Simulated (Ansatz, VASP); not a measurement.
**Two plane-wave programs on K**

The input INCAR:

```
PREC = Accurate
ENCUT = 600
EDIFF = 1E-7
ISMEAR = -1
SIGMA = 0.1
LREAL = F
LASPH = T
NELM = 80
ALGO = Normal
ISIF = 3
LWAVE = F
LCHARG = F
GGA = PE
IBRION = 2
NSW = 80
EDIFFG = -0.01
```

File KPOINTS:

```
regular mesh
0
Gamma
  8 8 4
```

POSCAR

```
K
1.0
    4.6549393048      0.0000000000      0.0000000000
   -2.3274696524      4.0312956910      0.0000000000
    0.0000000000      0.0000000000      7.6015158847
K
2
Direct
    0.3333333333      0.6666666667      0.2500000000
    0.6666666667      0.3333333333      0.7500000000
```

Input for Ansatz:

```yaml
crystal:
  lattice:
    - [4.6549393048, 0.0, 0.0]
    - [-2.3274696524, 4.031295691, 0.0]
    - [0.0, 0.0, 7.6015158847]
  atoms:
    - { symbol: K, position: [0.3333333333, 0.6666666667, 0.25] }
    - { symbol: K, position: [0.6666666667, 0.3333333333, 0.75] }
hamiltonian:
  xc: pbe
  pseudopotentials:
    kind: paw
    azcp:
      K: "pseudopotentials/K.paw.azcp"
basis:
  ecutwfc: 420
  fft_grid_basis: typed
kpoints:
  mp_grid: { grid: [8, 8, 4], shift: [0, 0, 0] }
magnetization:
  spin_polarized: false
scf:
  occupations: { method: fermi_dirac, width: 0.1 }
relax:
  max_steps: 60
  f_tol: 0.01
  cell: {}
```

Alike in both runs: task relaxation of cell and atoms; functional PBE; k mesh 8 × 8 × 4; occupations fermi-dirac, width 0.1 eV; no spin polarisation.

```csv
,VASP,Ansatz
version,VASP 6.6.1,Ansatz 0.2.0
potentials or method,"VASP PAW PBE potentials, release 64 (K_sv), cutoff 600 eV","plane waves (420 eV) with PAW, scalar-relativistic"
valence electrons in the cell,18,18
```

Ansatz gave:

* relaxed volume (Å³/atom): 74.09
* relaxed cell length with the largest relative difference (Å): 7.691

Task: Which values does VASP return?

Result: Relaxed volume (Å³/atom): 74.12; relaxed cell length with the largest relative difference (Å): 7.695.
